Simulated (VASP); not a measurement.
Input of a VASP 6.6.1 run:

The input INCAR:

```
SYSTEM = In3GaP4
PREC     = Accurate       ! precision mode
ENCUT    = 600            ! plane-wave cutoff, eV
EDIFF    = 1E-6           ! SCF threshold, eV
ISMEAR   = 0              ! smearing method
SIGMA    = 0.1            ! smearing width, eV
LREAL    = .False.        ! projectors in reciprocal space
LASPH    = .True.         ! aspherical terms in the spheres
NELM     = 60             ! most SCF steps
ALGO     = Normal         ! electronic algorithm
ISIF     = 3              ! what is computed and relaxed
LWAVE    = .False.        ! write WAVECAR
LCHARG   = .False.        ! write CHGCAR
GGA      = PE             ! functional
IBRION   = 2              ! ionic algorithm
NSW      = 100            ! ionic steps
EDIFFG   = -0.01          ! ionic threshold
```

KPOINTS

```
regular mesh
0
Gamma
  8 8 8
  0 0 0
```

File POSCAR:

```
In3GaP4
1.0
    5.4639383110      0.0000000000      0.0000000000
    0.0000000000      5.4639383110      0.0000000000
    0.0000000000      0.0000000000      5.4639383110
In Ga P
3 1 4
Direct
    0.5000000000      0.0000000000      0.5000000000
    0.5000000000      0.5000000000      0.0000000000
    0.0000000000      0.5000000000      0.5000000000
    0.0000000000      0.0000000000      0.0000000000
    0.0000000000      0.5000000000      0.0000000000
    0.5000000000      0.5000000000      0.5000000000
    0.0000000000      0.0000000000      0.5000000000
    0.5000000000      0.0000000000      0.0000000000
```

Potentials or basis: VASP PAW PBE potentials, release 64 (In_d, Ga_d, P).

The run is started by

```sh
$ cat potpaw_PBE.64/In_d/POTCAR potpaw_PBE.64/Ga_d/POTCAR potpaw_PBE.64/P/POTCAR > POTCAR
$ mpirun -np 1 vasp_std > vasp.out
```

**Question.** What does it give for the band gap on the k mesh?

**Answer.** Zero (bands 36 and 37 overlap by 1.34 eV).

**Question.** Predict the relaxed cell.

**Answer.** a = 5.461 Å, b = 5.461 Å, c = 5.461 Å, α = 90.00°, β = 90.00°, γ = 90.00°.

**Question.** What does it give for the space group after relaxing (to 0.1 Å)?

**Answer.** Pm-3m (No. 221).

**Question.** What does it give for the relaxed volume?

**Answer.** 20.36 Å³/atom.

Final structure:
```
In Ga P
1.0
     5.46090    0.00000    0.00000
     0.00000    5.46090    0.00000
     0.00000    0.00000    5.46090
In Ga P
3 1 4
Direct
  0.50000 0.00000 0.50000
  0.50000 0.50000 0.00000
  0.00000 0.50000 0.50000
  0.00000 0.00000 0.00000
  0.00000 0.50000 0.00000
  0.50000 0.50000 0.50000
  0.00000 0.00000 0.50000
  0.50000 0.00000 0.00000
```

Caveat: spin-orbit coupling is left out, which moves the levels of the heavy elements.
